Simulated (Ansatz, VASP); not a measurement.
## Two plane-wave programs on P

```xyz
1
Lattice="0.0000 1.8912 1.8912 1.8912 0.0000 1.8912 1.8912 1.8912 0.0000" Properties=species:S:1:pos:R:3 pbc="T T T"
P     0.0000    0.0000    0.0000
```

Alike in both runs: task single point; functional revPBE; k mesh 16 × 16 × 16; occupations fermi-dirac, width 0.1 eV; no spin polarisation.

|  | VASP | Ansatz |
| --- | --- | --- |
| version | VASP 6.6.1 | Ansatz 0.2.0 |
| potentials or method | VASP PAW PBE potentials, release 64 (P), cutoff 520 eV | plane waves (420 eV) with PAW, scalar-relativistic |
| valence electrons in the cell | 5 | 5 |

```tsv
	VASP	Ansatz	Ansatz less VASP
pressure (GPa)	8.7	9.3	+0.60
```

VASP's potentials were made for PBE, not for revPBE. The functional is the same, so the differences come from potentials, cutoffs and numerics.
